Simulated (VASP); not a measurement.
Set up this calculation in VASP 6.6.1, as the native input.

| Property | Result |
| --- | --- |
| Task | single point |
| Functional | PBE |
| Potentials or basis | VASP PAW PBE potentials, release 64 (Ca_sv, O) |
| Cutoff | 600 eV |
| k mesh | 8 × 8 × 8 |
| Occupations | gaussian, width 0.05 eV |
| Spin | no spin polarisation |
| Dipole correction | no |
| Further INCAR settings | ALGO = Normal; EDIFF = 1e-06; NBANDS = 15 |

The structure of CaO lies in POSCAR:

```
CaO
1.0
    0.0000000000      2.5469600000      2.4490000000
    2.5469600000      0.0000000000      2.4490000000
    2.5469600000      2.5469600000      0.0000000000
Ca O
1 1
Direct
    0.0000000000      0.0000000000      0.0000000000
    0.5000000000      0.5000000000      0.5000000000
```

This cell differs from its parent crystal: strain +0.040 along x and y, +0.000 along z.

One way to write it, as run:

INCAR

```
SYSTEM = CaO
PREC     = Accurate       ! precision mode
ENCUT    = 600            ! plane-wave cutoff, eV
EDIFF    = 1E-6           ! SCF threshold, eV
ISMEAR   = 0              ! smearing method
SIGMA    = 0.05           ! smearing width, eV
LREAL    = .FALSE.        ! projectors in reciprocal space
LASPH    = .TRUE.         ! aspherical terms in the spheres
NELM     = 120            ! most SCF steps
ALGO     = Normal         ! electronic algorithm
ISIF     = 2              ! what is computed and relaxed
LWAVE    = .FALSE.        ! write WAVECAR
LCHARG   = .FALSE.        ! write CHGCAR
GGA      = PE             ! functional
NBANDS   = 15             ! bands
GGA_COMPAT= .FALSE.
```

KPOINTS

```
Automatic mesh
0
G
  8 8 8
  0 0 0
```

Potentials or basis: VASP PAW PBE potentials, release 64 (Ca_sv, O).

The run is started by

```sh
$ cat potpaw_PBE.64/Ca_sv/POTCAR potpaw_PBE.64/O/POTCAR > POTCAR
$ mpirun -np 1 vasp_std > vasp.out
```

It gave:

```yaml
Pressure: -9.2 GPa
Band_gap_on_the_k_mesh: 3.52 eV (least direct gap 3.64 eV)
```

Caveat: the cell differs from its parent crystal (strain +0.040 along x and y, +0.000 along z); the cell stands under tension.

Run time: 44 s on 1 thread of Intel Xeon 8259CL (shared host), peak memory 0.18 GiB.
